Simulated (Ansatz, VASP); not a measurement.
## One calculation of InP, two programs

```
In P
1.0
     0.00000    2.73330    2.84537
     2.73330    0.00000    2.84537
     2.73330    2.73330    0.00000
In P
1 1
Direct
  0.00000 0.00000 0.00000
  0.50000 0.50000 0.50000
```

Alike in both runs: task single point; functional PBE; k mesh 20 × 20 × 20; occupations gaussian, width 0.15 eV; no spin polarisation.

|  | VASP | Ansatz |
| --- | --- | --- |
| version | VASP 6.6.1 | Ansatz 0.2.0 |
| potentials or method | VASP PAW PBE potentials, release 64 (In_d, P), cutoff 520 eV | scalar-relativistic, plane waves, PAW |
| valence electrons in the cell | 18 | 18 |

Ansatz gave:

| Item | Value |
| --- | --- |
| gap on the k mesh at the Fermi level (eV) | none |
| pressure (GPa) | 0.2 |
| traceless stress, the component that is largest in VASP (GPa) | -2.63 |

**Question.** Which values does VASP return?

**Answer.** gap on the k mesh at the Fermi level (eV): none; pressure (GPa): 0.2; traceless stress, the component that is largest in VASP (GPa): -2.62.

A gap of «none» marks a metal or a gap that the smearing closes.
